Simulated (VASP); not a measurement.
Write the native input for VASP 6.6.1 that does the following.

```yaml
Task: electric field gradients
Functional: PBEsol
Potentials_or_basis: VASP PAW PBE potentials, release 64 (Ti_sv)
Cutoff: 400 eV
k_mesh: 13 × 13 × 7
Occupations: fermi-dirac, width 0.08 eV
Spin: no spin polarisation
Dipole_correction: no
Further_INCAR_settings: ALGO = Normal; EDIFF = 1e-08; NBANDS = 19
```

The structure of Ti lies in POSCAR:

```
Ti
1.0
    2.8909979032      0.0000000000      0.0000000000
   -1.4454989516      2.5036776264      0.0000000000
    0.0000000000      0.0000000000      4.6860000000
Ti
2
Direct
    0.3333333333      0.6666666667      0.2500000000
    0.6666666667      0.3333333333      0.7500000000
```

This cell differs from its parent crystal: equal xx and yy strain of -2 %.

One way to write it, as run:

INCAR

```
PREC = Accurate ; ENCUT = 400
EDIFF = 1E-8 ; ISMEAR = -1
SIGMA = 0.08 ; LREAL = F
LASPH = T ; NELM = 120
ALGO = Normal ; ISIF = 2
LWAVE = F ; LCHARG = F
GGA = PS ; LEFG = T
NBANDS = 19 ; GGA_COMPAT = F
```

KPOINTS

```
regular mesh
0
Gamma
  13 13 7
```

Potentials or basis: VASP PAW PBE potentials, release 64 (Ti_sv).

Launch:

```bash
$ cat potpaw_PBE.64/Ti_sv/POTCAR > POTCAR
$ mpirun -np 1 vasp_std > vasp.out
```

Results of the run:

* Pressure: -2.6 GPa
* Band gap on the k mesh: zero (bands 12 and 13 overlap by 1.08 eV)
* Largest electric field gradient by atom: Ti +13.9 V/Å²

Caveat: the cell differs from its parent crystal (equal xx and yy strain of -2 %); without QUAD_EFG the Cq values of the log hold for a quadrupole moment of 1 mb, not for the nuclei; the PAW data sets were made with another functional, which shifts forces and pressure a little.

It took 18 s on 1 thread of AMD EPYC 9R45 96-Core Processor (Zen 5), on a shared host, peak memory 0.12 GiB.
